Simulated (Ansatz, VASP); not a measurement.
Two plane-wave programs on SiO2

File INCAR:

```
SYSTEM = SiO2
  PREC = Accurate
  ENCUT = 520
  EDIFF = 1E-8
  ISMEAR = 1
  SIGMA = 0.15
  LREAL = Auto
  LASPH = .True.
  NELM = 80
  ALGO = Normal
  ISIF = 2
  LWAVE = .False.
  LCHARG = .False.
  GGA = PE
  LEFG = .True.
  NBANDS = 82
```

Contents of KPOINTS:

```
Automatic mesh
0
Gamma
  3 3 3
  0 0 0
```

POSCAR

```
SiO2
1.0
    7.0817519600      0.0000000000      0.0000000000
    0.0000000000      7.0817519600      0.0000000000
    0.0000000000      0.0000000000      7.0817519600
Si O
8 16
Direct
    0.9771259885      0.5228740115      0.4771259885
    0.5228740115      0.4771259885      0.9771259885
    0.4771259885      0.9771259885      0.5228740115
    0.0228740115      0.0228740115      0.0228740115
    0.7141775776      0.7858224224      0.2141775776
    0.7858224224      0.2141775776      0.7141775776
    0.2141775776      0.7141775776      0.7858224224
    0.2858224224      0.2858224224      0.2858224224
    0.8607175071      0.3328254486      0.5326132099
    0.3607175071      0.1671745514      0.4673867901
    0.1392824929      0.8328254486      0.9673867901
    0.1671745514      0.4673867901      0.3607175071
    0.9673867901      0.1392824929      0.8328254486
    0.4673867901      0.3607175071      0.1671745514
    0.3328254486      0.5326132099      0.8607175071
    0.5326132099      0.8607175071      0.3328254486
    0.1541929604      0.1541929604      0.1541929604
    0.3458070396      0.8458070396      0.6541929604
    0.6541929604      0.3458070396      0.8458070396
    0.8458070396      0.6541929604      0.3458070396
    0.6392824929      0.6671745514      0.0326132099
    0.0326132099      0.6392824929      0.6671745514
    0.6671745514      0.0326132099      0.6392824929
    0.8328254486      0.9673867901      0.1392824929
```

Input for Ansatz:

```yaml
crystal:
  lattice:
    - [7.08175196, 0.0, 0.0]
    - [0.0, 7.08175196, 0.0]
    - [0.0, 0.0, 7.08175196]
  atoms:
    - { symbol: Si, position: [0.9771259885, 0.5228740115, 0.4771259885] }
    - { symbol: Si, position: [0.5228740115, 0.4771259885, 0.9771259885] }
    - { symbol: Si, position: [0.4771259885, 0.9771259885, 0.5228740115] }
    - { symbol: Si, position: [0.0228740115, 0.0228740115, 0.0228740115] }
    - { symbol: Si, position: [0.7141775776, 0.7858224224, 0.2141775776] }
    - { symbol: Si, position: [0.7858224224, 0.2141775776, 0.7141775776] }
    - { symbol: Si, position: [0.2141775776, 0.7141775776, 0.7858224224] }
    - { symbol: Si, position: [0.2858224224, 0.2858224224, 0.2858224224] }
    - { symbol: O, position: [0.8607175071, 0.3328254486, 0.5326132099] }
    - { symbol: O, position: [0.3607175071, 0.1671745514, 0.4673867901] }
    - { symbol: O, position: [0.1392824929, 0.8328254486, 0.9673867901] }
    - { symbol: O, position: [0.1671745514, 0.4673867901, 0.3607175071] }
    - { symbol: O, position: [0.9673867901, 0.1392824929, 0.8328254486] }
    - { symbol: O, position: [0.4673867901, 0.3607175071, 0.1671745514] }
    - { symbol: O, position: [0.3328254486, 0.5326132099, 0.8607175071] }
    - { symbol: O, position: [0.5326132099, 0.8607175071, 0.3328254486] }
    - { symbol: O, position: [0.1541929604, 0.1541929604, 0.1541929604] }
    - { symbol: O, position: [0.3458070396, 0.8458070396, 0.6541929604] }
    - { symbol: O, position: [0.6541929604, 0.3458070396, 0.8458070396] }
    - { symbol: O, position: [0.8458070396, 0.6541929604, 0.3458070396] }
    - { symbol: O, position: [0.6392824929, 0.6671745514, 0.0326132099] }
    - { symbol: O, position: [0.0326132099, 0.6392824929, 0.6671745514] }
    - { symbol: O, position: [0.6671745514, 0.0326132099, 0.6392824929] }
    - { symbol: O, position: [0.8328254486, 0.9673867901, 0.1392824929] }
kpoints:
  mp_grid: { grid: [3, 3, 3] }
scf:
  occupations: { method: methfessel_paxton, width: 0.15 }
  eigensolver: { kind: davidson }
hamiltonian:
  xc: pbe
  pseudopotentials: { kind: paw, frozen_core: stored }
output:
  forces: true
  stress: true
  populations: true
  efg: { quadrupole_moments_barn: { O: -0.02558 } }
basis:
  precision: f64
```

Alike in both runs: task electric field gradients; functional PBE; k mesh 3 × 3 × 3; occupations methfessel-paxton of order 1, width 0.15 eV; no spin polarisation.

|  | VASP | Ansatz |
| --- | --- | --- |
| version | VASP 6.6.1 | Ansatz 0.2.0 |
| potentials or method | VASP PAW PBE potentials, release 64 (Si, O) | plane-wave PAW, scalar-relativistic |
| plane-wave cutoff (eV) | 520 | 420 |
| valence electrons in the cell | 128 | 128 |

|  | VASP | Ansatz | Ansatz less VASP |
| --- | --- | --- | --- |
| gap on the k mesh at the Fermi level (eV) | 5.75 | 5.75 | +0.002 |
| pressure (GPa) | 1.2 | 1.1 | -0.08 |
| rms of the force components (eV/Å) | 0.015 | 0.003 | -0.0114 |
| size of Vzz on the site where it differs most (V/Å²) | 100.9 | 109.2 | +8.31 |

Atom by atom the forces differ by 0.012 eV/Å (rms over components). With one functional, cell and mesh, what is left measures potentials, basis and numerics.
